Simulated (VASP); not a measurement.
# PtSe2 in VASP: a series of runs

PtSe2 is run at these levels: PBE; tasks: single point.

Everything below comes from runs of VASP 6.6.1. Logs are shortened: lines on timing, memory, paths and dates and some standing lists are left out, and cuts for length are marked.

## Step 1: The cell of the first run

The typed cell holds 3 atoms: a = 3.717 Å, b = 3.717 Å, c = 5.820 Å, α = 90.00°, β = 90.00°, γ = 120.00°.

## Step 2: Single point, PBE

Contents of INCAR:

```
SYSTEM = PtSe2
PREC = Accurate
ENCUT = 520
EDIFF = 1E-6
ISMEAR = -1
SIGMA = 0.05
LREAL = .FALSE.
LASPH = .TRUE.
NELM = 100
ALGO = Normal
ISIF = 2
LWAVE = .FALSE.
LCHARG = .FALSE.
GGA = PE
NBANDS = 18
```

Contents of KPOINTS:

```
regular mesh
0
G
  8 8 5
  0 0 0
```

Contents of POSCAR:

```
PtSe2
1.0
    3.7173065480      0.0000000000      0.0000000000
   -1.8586532740      3.2192819042      0.0000000000
    0.0000000000      0.0000000000      5.8200740200
Pt Se
1 2
Direct
    0.0000000000      0.0000000000      0.0000000000
    0.6666666700      0.3333333300      0.7763300312
    0.3333333300      0.6666666700      0.2253881600
```

Potentials or basis: VASP PAW PBE potentials, release 64 (Pt, Se).

On the command line:

```bash
cat potpaw_PBE.64/Pt/POTCAR potpaw_PBE.64/Se/POTCAR > POTCAR
mpirun -np 1 vasp_std > vasp.out
```

OUTCAR:

```text
SYSTEM = PtSe2
   PREC = Accurate
   ENCUT = 520
   EDIFF = 1E-6
   ISMEAR = -1
   LREAL = .FALSE.
   LASPH = .TRUE.
   NELM = 100
   ISIF = 2
   GGA = PE

 ion  position               nearest neighbor table
   1  0.000  0.000  0.000-   2 2.51   2 2.51   2 2.51   3 2.52   3 2.52   3 2.52
   2  0.667  0.333  0.776-   1 2.51   1 2.51   1 2.51
   3  0.333  0.667  0.225-   1 2.52   1 2.52   1 2.52

  LATTYP: Found a hexagonal cell.
 ALAT       =     3.7173065480
 C/A-ratio  =     1.5656696441

  Lattice vectors:

 A1 = (   3.7173065480,   0.0000000000,   0.0000000000)
 A2 = (  -1.8586532740,   3.2192819042,   0.0000000000)
 A3 = (   0.0000000000,   0.0000000000,   5.8200740200)

Analysis of symmetry for initial positions (statically):
=====================================================================
 Subroutine PRICEL returns:
 Original cell was already a primitive cell.

 Routine SETGRP: Setting up the symmetry group for a
 hexagonal supercell.

 Subroutine GETGRP returns: Found  6 space group operations
 (whereof  6 operations were pure point group operations)
 out of a pool of 24 trial point group operations.

The static configuration has the point symmetry C_3v.

Analysis of symmetry for dynamics (positions and initial velocities):
=====================================================================
 Subroutine PRICEL returns:
 Original cell was already a primitive cell.

 Routine SETGRP: Setting up the symmetry group for a
 hexagonal supercell.

 Subroutine GETGRP returns: Found  6 space group operations
 (whereof  6 operations were pure point group operations)
 out of a pool of 24 trial point group operations.

The dynamic configuration has the point symmetry C_3v.

 Subroutine INISYM returns: Found  6 space group operations
 (whereof  6 operations are pure point group operations),
 and found     1 'primitive' translations

----------------------------------------------------------------------------------------

                                     Primitive cell

  volume of cell :      69.6492

  direct lattice vectors                    reciprocal lattice vectors
     3.717306548  0.000000000  0.000000000     0.269011981  0.155314140  0.000000000
[... 76 lines left out ...]
   NGX,Y,Z   is equivalent  to a cutoff of  12.52, 12.52, 13.71 a.u.
   NGXF,Y,Z  is equivalent  to a cutoff of  25.04, 25.04, 27.42 a.u.
 SYSTEM =  PtSe2
   PREC   = accura    normal or accurate (medium, high low for compatibility)
   ISTART =      0    job   : 0-new  1-cont  2-samecut
   ICHARG =      2    charge: 1-file 2-atom 10-const
   ISPIN  =      1    spin polarized calculation?
   LNONCOLLINEAR =      F non collinear calculations
   LSORBIT =      F    spin-orbit coupling
   LASPH  =      T    aspherical Exc in radial PAW
   ENCUT  =  520.0 eV  38.22 Ry    6.18 a.u.   6.91  6.91 10.82*2*pi/ulx,y,z
   NELM   =    100;   NELMIN=  2; NELMDL= -5     # of ELM steps
   EDIFF  = 0.1E-05   stopping-criterion for ELM
   LREAL  =      F    real-space projection
   EDIFFG = 0.1E-04   stopping-criterion for IOM
   NSW    =      0    number of steps for IOM
   IBRION =     -1    ionic relax: 0-MD 1-quasi-New 2-CG
   NFREE  =      0    steps in history (QN), initial steepest desc. (CG)
   ISIF   =      2    stress and relaxation
   ISYM   =      2    0-nonsym 1-usesym 2-fastsym
   POTIM  = 0.5000    time-step for ionic-motion
   TEBEG  =    0.0;   TEEND  =   0.0 temperature during run
   PSTRESS=    0.0 pullay stress
   NELECT =      22.0000    total number of electrons
   NUPDOWN=      -1.0000    fix difference up-down
   EMIN   =  10.00;   EMAX   =-10.00  energy-range for DOS
   EFERMI =   0.00;   METHOD = LEGACY
   ISMEAR =    -1;   SIGMA  =   0.05  broadening in eV -4-tet -1-fermi 0-gaus
   EFERMI_NEDOS =   21; number of points for ismear=-14 and -15
   IALGO  =     38    algorithm
   IMIX   =      4    mixing-type and parameters
     AMIX     =   0.40;   BMIX     =  1.00
     AMIX_MAG =   1.60;   BMIX_MAG =  1.00
  volume/ion in A,a.u.               =      23.22       156.67
  Fermi-wavevector in a.u.,A,eV,Ry     =   1.114920  2.106894 16.912680  1.243047
  Thomas-Fermi vector in A             =   2.251520
   LORBIT       =      0    0 simple, 1 ext, 2 COOP (PROOUT), +10 PAW based schemes
   GGA     = PE    functional components
   LHFCALC =     F    Hartree Fock is set to
   AEXX    =    0.0000 exact exchange contribution
   IVDW    =     0    specifies the selected vdW correction
   LEPSILON=     F    determine dielectric tensor
   LRPA    =     F    only Hartree local field effects (RPA)
 non-spin polarized calculation
  energy-cutoff  :      520.00
  volume of cell :       69.65
 maximum number of plane-waves:      1886
   NGX = 13   NGY = 13   NGZ = 21

 number of electron      21.9999997 magnetization

 Free energy of the ion-electron system (eV)
  ---------------------------------------------------
  ext. energy  EPLUGINS =         0.00000000
  ---------------------------------------------------
  free energy    TOTEN  =       -14.28004709 eV

  energy without entropy =      -14.27984958  energy(sigma->0) =      -14.27994834

 E-fermi :   4.8647     XC(G=0):  -9.7888

 val. band max:        4.6079489715   @ k =   0.1250   0.0000   0.0000
 cond. band min:       5.1241349264   @ k =   0.0000   0.2500   0.4000
 fundamental gap:      0.5161859549
 Fermi energy:         4.8646922656

 k-point     1 :       0.0000    0.0000    0.0000
  band No.  band energies     occupation
      1     -10.1581      2.00000
      2      -8.0844      2.00000
      3      -1.5569      2.00000
      4      -1.1441      2.00000
      5      -1.1441      2.00000
      6       1.1286      2.00000
[... 481 lines left out ...]
      5      -0.4651      2.00000
      6       0.2398      2.00000
[... 10 lines left out ...]
     17      13.5098      0.00000
     18      13.9705      0.00000

 [... further k-points ...]
[... 5 lines left out ...]
  --------------------------------------------------------------------------------------
  -------------------------------------------------------------------------------------
  Total        1.3392066      1.3392066      0.7491527      0.0000000      0.0000000      0.0000000
  in kB       30.8064931     30.8064931     17.2331644      0.0000000      0.0000000      0.0000000
  external PRESSURE =      26.2820502 kB  Pullay stress =       0.0000000 kB

 VOLUME and BASIS-vectors are now :
 -----------------------------------------------------------------------------
  energy-cutoff  :      520.00
  volume of cell :       69.65
      direct lattice vectors                 reciprocal lattice vectors
     3.717306548  0.000000000  0.000000000     0.269011981  0.155314140  0.000000000
    -1.858653274  3.219281904  0.000000000     0.000000000  0.310628280  0.000000000
     0.000000000  0.000000000  5.820074020     0.000000000  0.000000000  0.171819121

 POSITION                                       TOTAL-FORCE (eV/Angst)
 -----------------------------------------------------------------------------------
      0.00000      0.00000      0.00000         0.000000     -0.000000      0.082577
      1.85865      1.07309      4.51830        -0.000000      0.000000     -0.237385
     -0.00000      2.14619      1.31178         0.000000     -0.000000      0.154808
 -----------------------------------------------------------------------------------
    total drift:                                0.000000     -0.000000      0.000044

  FREE ENERGIE OF THE ION-ELECTRON SYSTEM (eV)
  ---------------------------------------------------
  free  energy   TOTEN  =       -14.2800470930 eV

  energy  without entropy=      -14.2798495821  energy(sigma->0) =      -14.27994834
```

OSZICAR:

```text
N       E                     dE             d eps       ncg     rms          rms(c)
DAV:   1     0.113346570145E+03    0.11335E+03   -0.98782E+03  1448   0.106E+03
DAV:   2    -0.965715388698E+01   -0.12300E+03   -0.11865E+03  1790   0.207E+02
DAV:   3    -0.150741114306E+02   -0.54170E+01   -0.53828E+01  1828   0.444E+01
DAV:   4    -0.151192938753E+02   -0.45182E-01   -0.45162E-01  1730   0.426E+00
DAV:   5    -0.151199248920E+02   -0.63102E-03   -0.63100E-03  1822   0.488E-01    0.125E+01
DAV:   6    -0.144945414848E+02    0.62538E+00   -0.40989E+00  1476   0.191E+01    0.710E+00
DAV:   7    -0.142990825244E+02    0.19546E+00   -0.80568E-01  1472   0.882E+00    0.368E+00
DAV:   8    -0.142821106795E+02    0.16972E-01   -0.49102E-02  1598   0.158E+00    0.764E-01
DAV:   9    -0.142797437840E+02    0.23669E-02   -0.78255E-03  1604   0.865E-01    0.180E-01
DAV:  10    -0.142800372290E+02   -0.29344E-03   -0.13974E-03  1652   0.231E-01    0.483E-02
DAV:  11    -0.142800418202E+02   -0.45913E-05   -0.59087E-05  1878   0.644E-02    0.290E-02
DAV:  12    -0.142800465259E+02   -0.47056E-05   -0.15766E-05  1538   0.260E-02    0.408E-03
DAV:  13    -0.142800470930E+02   -0.56711E-06   -0.17244E-06  1700   0.832E-03
   1 F= -.14280047E+02 E0= -.14279948E+02  d E =-.197511E-03
```

Wall time 58 s (1 thread of Intel Xeon 8259CL, shared host); peak memory 0.21 GiB.

Results:

```yaml
Free_energy: -14.2800 eV
Pressure: 2.6 GPa
Largest_force: 0.237 eV/Å
Band_gap_on_the_k_mesh: 0.52 eV, indirect (least direct gap 0.84 eV)
```

Forces in eV/Å, atoms in the order of the input:
```
Pt   0.000  0.000  0.083
Se   0.000  0.000 -0.237
Se   0.000  0.000  0.155
```

Levels at points of the mesh, in eV from the valence-band top:
```csv
k point,band 8,band 9,band 10,band 11,band 12,band 13,band 14,band 15
"(0.00, 0.00, 0.00)",-2.11,-0.57,-0.57,-0.04,2.25,2.25,4.22,4.70
"(0.50, 0.00, 0.00)",-2.88,-2.63,-2.56,-2.51,1.43,2.37,4.67,5.85
```

Caveat: spin-orbit coupling is left out, which moves the levels of the heavy elements; this functional lacks dispersion, which binds the layers, so the pressure and a relaxed spacing across them are unreliable. A k mesh can miss the band edges.

## Step 3: Single point, PBE

Contents of INCAR:

```
SYSTEM = PtSe2
PREC = Accurate ; ENCUT = 520
EDIFF = 1E-6 ; ISMEAR = -1
SIGMA = 0.05 ; LREAL = .False.
LASPH = .True. ; NELM = 80
ALGO = Normal ; ISIF = 2
LWAVE = .False. ; LCHARG = .False.
GGA = PE ; NBANDS = 18
```

Contents of KPOINTS:

```
Automatic mesh
0
Gamma
  8 8 5
  0 0 0
```

POSCAR, as its differences from that of step 2:

```diff
@@ -9,3 +9,3 @@
     0.0000000000      0.0000000000      0.0000000000
-    0.6666666700      0.3333333300      0.7763300312
+    0.6666666700      0.3333333300      0.7728936488
     0.3333333300      0.6666666700      0.2253881600
```

Potentials or basis: VASP PAW PBE potentials, release 64 (Pt, Se).

On the command line:

```bash
cat potpaw_PBE.64/Pt/POTCAR potpaw_PBE.64/Se/POTCAR > POTCAR
mpirun -np 1 vasp_std > vasp.out
```

OUTCAR:

```text
SYSTEM = PtSe2
   PREC = Accurate
   ENCUT = 520
   EDIFF = 1E-6
   ISMEAR = -1
   LREAL = .False.
   LASPH = .True.
   NELM = 80
   ISIF = 2
   GGA = PE

 ion  position               nearest neighbor table
   1  0.000  0.000  0.000-   3 2.52   3 2.52   3 2.52   2 2.52   2 2.52   2 2.52
   2  0.667  0.333  0.773-   1 2.52   1 2.52   1 2.52
   3  0.333  0.667  0.225-   1 2.52   1 2.52   1 2.52

  LATTYP: Found a hexagonal cell.
 ALAT       =     3.7173065480
 C/A-ratio  =     1.5656696441

  Lattice vectors:

[... 193 lines left out ...]
      6       1.1503      2.00000
[... 481 lines left out ...]
      5      -0.4338      2.00000
      6       0.2479      2.00000
[... 10 lines left out ...]
     17      13.5024      0.00000
     18      13.9610      0.00000

 [... further k-points ...]
[... 5 lines left out ...]
  --------------------------------------------------------------------------------------
  -------------------------------------------------------------------------------------
  Total        1.1036334      1.1036334      0.4528938      0.0000000      0.0000000      0.0000000
  in kB       25.3874751     25.3874751     10.4181611      0.0000000      0.0000000      0.0000000
  external PRESSURE =      20.3977037 kB  Pullay stress =       0.0000000 kB

 VOLUME and BASIS-vectors are now :
 -----------------------------------------------------------------------------
  energy-cutoff  :      520.00
  volume of cell :       69.65
      direct lattice vectors                 reciprocal lattice vectors
     3.717306548  0.000000000  0.000000000     0.269011981  0.155314140  0.000000000
    -1.858653274  3.219281904  0.000000000     0.000000000  0.310628280  0.000000000
     0.000000000  0.000000000  5.820074020     0.000000000  0.000000000  0.171819121

 POSITION                                       TOTAL-FORCE (eV/Angst)
 -----------------------------------------------------------------------------------
      0.00000      0.00000      0.00000         0.000000      0.000000     -0.081056
      1.85865      1.07309      4.49830        -0.000000     -0.000000     -0.039510
     -0.00000      2.14619      1.31178        -0.000000      0.000000      0.120566
 -----------------------------------------------------------------------------------
    total drift:                               -0.000000      0.000000     -0.000040

  FREE ENERGIE OF THE ION-ELECTRON SYSTEM (eV)
  ---------------------------------------------------
  free  energy   TOTEN  =       -14.2827894871 eV

  energy  without entropy=      -14.2825732996  energy(sigma->0) =      -14.28268139
```

OSZICAR:

```text
N       E                     dE             d eps       ncg     rms          rms(c)
DAV:   1     0.113068797553E+03    0.11307E+03   -0.98761E+03  1448   0.106E+03
DAV:   2    -0.964543792095E+01   -0.12271E+03   -0.11836E+03  1784   0.207E+02
DAV:   3    -0.150748827827E+02   -0.54294E+01   -0.53945E+01  1834   0.444E+01
DAV:   4    -0.151196961622E+02   -0.44813E-01   -0.44793E-01  1732   0.424E+00
DAV:   5    -0.151203189577E+02   -0.62280E-03   -0.62278E-03  1804   0.484E-01    0.123E+01
DAV:   6    -0.145011630389E+02    0.61916E+00   -0.40899E+00  1474   0.191E+01    0.705E+00
DAV:   7    -0.143014214565E+02    0.19974E+00   -0.80681E-01  1474   0.884E+00    0.364E+00
DAV:   8    -0.142848901317E+02    0.16531E-01   -0.49886E-02  1594   0.158E+00    0.767E-01
DAV:   9    -0.142824928076E+02    0.23973E-02   -0.77884E-03  1600   0.867E-01    0.182E-01
DAV:  10    -0.142827805359E+02   -0.28773E-03   -0.14360E-03  1648   0.233E-01    0.479E-02
DAV:  11    -0.142827838988E+02   -0.33628E-05   -0.60981E-05  1880   0.645E-02    0.293E-02
DAV:  12    -0.142827889120E+02   -0.50133E-05   -0.15199E-05  1542   0.253E-02    0.470E-03
DAV:  13    -0.142827894871E+02   -0.57509E-06   -0.18587E-06  1702   0.865E-03
   1 F= -.14282789E+02 E0= -.14282681E+02  d E =-.216188E-03
```

Wall time 62 s (1 thread of Intel Xeon 8259CL, shared host); peak memory 0.21 GiB.

Results:

```yaml
Free_energy: -14.2828 eV
Pressure: 2.0 GPa
Largest_force: 0.121 eV/Å
Band_gap_on_the_k_mesh: 0.51 eV, indirect (least direct gap 0.85 eV)
```

Forces on the atoms (eV/Å):
```
Pt   0.000  0.000 -0.081
Se   0.000  0.000 -0.040
Se   0.000  0.000  0.121
```

Stress tensor (GPa, compression positive):
```
2.54 0.00 0.00
0.00 2.54 0.00
0.00 0.00 1.04
```

Levels at points of the mesh, in eV from the valence-band top:
```tsv
k point	band 7	band 8	band 9	band 10	band 11	band 12	band 13	band 14	band 15	band 16
(0.00, 0.00, 0.00)	-3.45	-2.12	-0.55	-0.55	-0.02	2.23	2.23	4.20	4.71	7.88
(0.50, 0.00, 0.00)	-2.90	-2.86	-2.64	-2.52	-2.49	1.41	2.35	4.67	5.86	7.59
```

Caveat: spin-orbit coupling is left out, which moves the levels of the heavy elements; this functional lacks dispersion, which binds the layers, so the pressure and a relaxed spacing across them are unreliable. A hybrid or GW would open this gap; PBE tends to underestimate it.

## Step 4: Single point, PBE

Contents of INCAR:

```
PREC = Accurate
ENCUT = 520
EDIFF = 1E-7
ISMEAR = -1
SIGMA = 0.05
LREAL = False
LASPH = True
NELM = 100
ALGO = Normal
ISIF = 2
LWAVE = False
LCHARG = False
GGA = PE
NBANDS = 18
```

Contents of KPOINTS:

```
Automatic mesh
0
Gamma
  8 8 5
```

POSCAR, as its differences from that of step 3:

```diff
@@ -9,3 +9,3 @@
     0.0000000000      0.0000000000      0.0000000000
-    0.6666666700      0.3333333300      0.7728936488
+    0.6666666700      0.3333333300      0.7746118400
     0.3333333300      0.6666666700      0.2253881600
```

Potentials or basis: VASP PAW PBE potentials, release 64 (Pt, Se).

On the command line:

```bash
cat potpaw_PBE.64/Pt/POTCAR potpaw_PBE.64/Se/POTCAR > POTCAR
mpirun -np 1 vasp_std > vasp.out
```

OUTCAR:

```text
PREC = Accurate
   ENCUT = 520
   EDIFF = 1E-7
   ISMEAR = -1
   LREAL = False
   LASPH = True
   NELM = 100
   ISIF = 2
   GGA = PE

 ion  position               nearest neighbor table
   1  0.000  0.000  0.000-   2 2.52   3 2.52   3 2.52   2 2.52   2 2.52   3 2.52
   2  0.667  0.333  0.775-   1 2.52   1 2.52   1 2.52
   3  0.333  0.667  0.225-   1 2.52   1 2.52   1 2.52

  LATTYP: Found a hexagonal cell.
 ALAT       =     3.7173065480
 C/A-ratio  =     1.5656696441

  Lattice vectors:

[... 193 lines left out ...]
      6       1.1397      2.00000
[... 481 lines left out ...]
      5      -0.4491      2.00000
      6       0.2440      2.00000
[... 10 lines left out ...]
     17      13.5063      0.00000
     18      13.9660      0.00000

 [... further k-points ...]
[... 5 lines left out ...]
  --------------------------------------------------------------------------------------
  -------------------------------------------------------------------------------------
  Total        1.2171856      1.2171856      0.5984602      0.0000000      0.0000000      0.0000000
  in kB       27.9995795     27.9995795     13.7667045      0.0000000      0.0000000      0.0000000
  external PRESSURE =      23.2552878 kB  Pullay stress =       0.0000000 kB

 VOLUME and BASIS-vectors are now :
 -----------------------------------------------------------------------------
  energy-cutoff  :      520.00
  volume of cell :       69.65
      direct lattice vectors                 reciprocal lattice vectors
     3.717306548  0.000000000  0.000000000     0.269011981  0.155314140  0.000000000
    -1.858653274  3.219281904  0.000000000     0.000000000  0.310628280  0.000000000
     0.000000000  0.000000000  5.820074020     0.000000000  0.000000000  0.171819121

 POSITION                                       TOTAL-FORCE (eV/Angst)
 -----------------------------------------------------------------------------------
      0.00000      0.00000      0.00000         0.000000      0.000000      0.000000
      1.85865      1.07309      4.50830        -0.000000     -0.000000     -0.137606
     -0.00000      2.14619      1.31178         0.000000      0.000000      0.137606
 -----------------------------------------------------------------------------------
    total drift:                               -0.000000     -0.000000      0.000000

  FREE ENERGIE OF THE ION-ELECTRON SYSTEM (eV)
  ---------------------------------------------------
  free  energy   TOTEN  =       -14.2819132882 eV

  energy  without entropy=      -14.2817071967  energy(sigma->0) =      -14.28181024
```

stdout:

```text
POSCAR found type information on POSCAR PtSe
 POSCAR found :  2 types and       3 ions
 scaLAPACK will be used
 LDA part: xc-table for (Slater+PW92), standard interpolation
 POSCAR, INCAR and KPOINTS ok, starting setup
 FFT: planning ... GRIDC
 FFT: planning ... GRID_SOFT
 FFT: planning ... GRID
 WAVECAR not read
 entering main loop
```

Wall time 95 s (1 thread of Intel Xeon 8259CL, shared host); peak memory 0.21 GiB.

Results:

```
Free energy            : -14.2819 eV
Pressure               : 2.3 GPa
Largest force          : 0.138 eV/Å
Band gap on the k mesh : 0.51 eV, indirect (least direct gap 0.85 eV)
```

Forces in eV/Å, atoms in the order of the input:
```
Pt   0.000  0.000  0.000
Se   0.000  0.000 -0.138
Se   0.000  0.000  0.138
```

Caveat: spin-orbit coupling is left out, which moves the levels of the heavy elements; this functional lacks dispersion, which binds the layers, so the pressure and a relaxed spacing across them are unreliable. A k mesh can miss the band edges.
